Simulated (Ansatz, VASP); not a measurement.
**PtSe in VASP and in Ansatz**

Contents of POSCAR:

```
PtSe
1.0
    0.0000000000      3.0374472300      3.0374472300
    3.0374472300      0.0000000000      3.0374472300
    3.0374472300      3.0374472300      0.0000000000
Pt Se
1 1
Direct
    0.0000000000      0.0000000000      0.0000000000
    0.2500000000      0.2500000000      0.2500000000
```

INCAR.step1

```
SYSTEM = PtSe
ALGO = Normal ; EDIFF = 1E-4
ENCUT = 520 ; GGA = PE
GGA_COMPAT = .False. ; ISMEAR = -1
LASPH = .True. ; LCHARG = .False.
LMAXMIX = 4 ; LREAL = .False.
LSORBIT = .True. ; LWAVE = .True.
MAGMOM = 0 0 0 0 0 0 ; NBANDS = 28
NELM = 150 ; PREC = Accurate
SIGMA = 0.05
```

File INCAR.step2:

```
SYSTEM = PtSe
ALGO = Normal ; EDIFF = 1E-7
ENCUT = 520 ; GGA_COMPAT = .False.
ISIF = 2 ; ISMEAR = -1
ISTART = 1 ; LASPH = .True.
LCHARG = .True. ; LMAXMIX = 4
LMIXTAU = .True. ; LORBIT = 11
LORBMOM = .True. ; LREAL = .False.
LSORBIT = .True. ; LVHAR = .True.
LWAVE = .False. ; MAGMOM = 0 0 0 0 0 0
METAGGA = R2SCAN ; NBANDS = 28
NELM = 150 ; PREC = Accurate
SIGMA = 0.05
```

KPOINTS

```
k-points
0
Gamma
  8 8 8
  0 0 0
```

input.yaml

```yaml
crystal:
  lattice:
    - [0.0, 3.03744723, 3.03744723]
    - [3.03744723, 0.0, 3.03744723]
    - [3.03744723, 3.03744723, 0.0]
  atoms:
    - { symbol: Pt, position: [0.0, 0.0, 0.0] }
    - { symbol: Se, position: [0.25, 0.25, 0.25] }
hamiltonian:
  xc: r2scan
  pseudopotentials: { kind: paw_fr }
magnetization:
  noncollinear: true
  spin_orbit: true
kpoints:
  mp_grid: { grid: [8, 8, 8] }
  band_path:
    path:
      - [[0.0, 0.0, 0.0], [0.5, 0.0, 0.5], [0.5, 0.25, 0.75], [0.375, 0.375, 0.75], [0.0, 0.0, 0.0], [0.5, 0.5, 0.5], [0.625, 0.25, 0.625], [0.5, 0.25, 0.75], [0.5, 0.5, 0.5], [0.375, 0.375, 0.75]]
      - [[0.625, 0.25, 0.625], [0.5, 0.0, 0.5]]
    npoints: 14
scf:
  occupations: { method: fermi_dirac, width: 0.05 }
  n_extra_bands: 6
output:
  forces: true
  stress: true
  eigenvalues: true
  fatbands: false
  write_density: true
  write_potential: true
  elf: true
  volumetric_format: npy
```

Alike in both runs: functional r2SCAN; k mesh 8 × 8 × 8; occupations fermi-dirac, width 0.05 eV; non-collinear spin, spin-orbit coupling.

```csv
,VASP,Ansatz
version,VASP 6.6.1,Ansatz 0.2.0
potentials or method,"VASP PAW PBE potentials, release 64 (Pt, Se)",Ansatz PAW
plane-wave cutoff (eV),520,500
valence electrons in the cell,16,34
task,single point,band structure
```

VASP gave:

| Property | Result |
| --- | --- |
| pressure (GPa) | -13.1 |
| net moment per atom (μB) | 0.00 |

What did Ansatz give for the same quantities?

Pressure (GPa): -13.2; net moment per atom (μB): 0.00.

VASP's potentials were made for PBE, not for r2SCAN. VASP's potentials hold 16 valence electrons a cell and Ansatz's 34, so a difference there can come from the potentials and not from the codes.
